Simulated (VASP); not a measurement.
Runs of VASP 6.6.1 on C. The structure is that of space group Fmmm (No. 69), or close to it. The cells are those of the table. 

```csv
cell,pressure (GPa),largest force (eV/Å)
"a = 3.805, b = 3.507, c = 2.088 Å, angles 81.4, 65.7, 32.9°, 2 atoms",264.0,0.01
"a = 3.924, b = 3.551, c = 2.364 Å, angles 80.4, 63.1, 36.4°, 2 atoms",(a),0.03
"a = 4.054, b = 3.599, c = 2.640 Å, angles 79.4, 60.8, 39.8°, 2 atoms",-46.7,0.04
"a = 3.844, b = 3.521, c = 2.180 Å, angles 81.1, 64.8, 34.1°, 2 atoms",(b),0.02
"a = 3.883, b = 3.535, c = 2.272 Å, angles 80.8, 64.0, 35.3°, 2 atoms",87.3,0.03
```

Alike in all rows: task single point; level LDA; potentials or basis VASP PAW LDA potentials, release 64 (C); no spin polarisation; k mesh 14 × 14 × 14; cutoff (eV) 520; smearing gaussian 0.05 eV.

**Question.** Estimate the missing entries.

**Answer.** (a) 34.4; (b) 161.2.

Caveats: the cell stands under pressure (at least some runs); the cell stands under tension (at least some runs).
